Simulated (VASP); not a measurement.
Eu:

```xyz
1
Lattice="-2.1940 2.1940 2.1940 2.1940 -2.1940 2.1940 2.1940 2.1940 -2.1940" Properties=species:S:1:pos:R:3 pbc="T T T"
Eu    0.0000    0.0000    0.0000
```

Base run:

- Program: VASP 6.6.1
- Functional: PBE
- Potentials or basis: VASP PAW PBE potentials, release 64 (Eu)
- Cutoff: 520 eV
- k mesh: 10 × 10 × 10
- Occupations: gaussian, width 0.03 eV
- Spin: collinear spin, ferromagnetic start
- Starting moments: [7.02] μB

Its results: pressure -0.4 GPa; net moment 7.27 μB per cell; site moments Eu +6.67 μB.

After a change of settings the same cell gave: pressure 0.1 GPa; net moment 6.99 μB per cell; site moments Eu +6.42 μB. Which change was it?
A. occupations from gaussian, width 0.03 eV to gaussian, width 1 eV; further incar settings from ALGO = Normal; EDIFF = 1e-07; NBANDS = 18 to ALGO = Normal; EDIFF = 1e-06; NBANDS = 18
B. occupations from gaussian, width 0.03 eV to methfessel-paxton, width 0.01 eV
C. occupations from gaussian, width 0.03 eV to fermi-dirac, width 0.6 eV

C.

Caveats: so wide a smearing shifts energies and pressures (at least some runs).
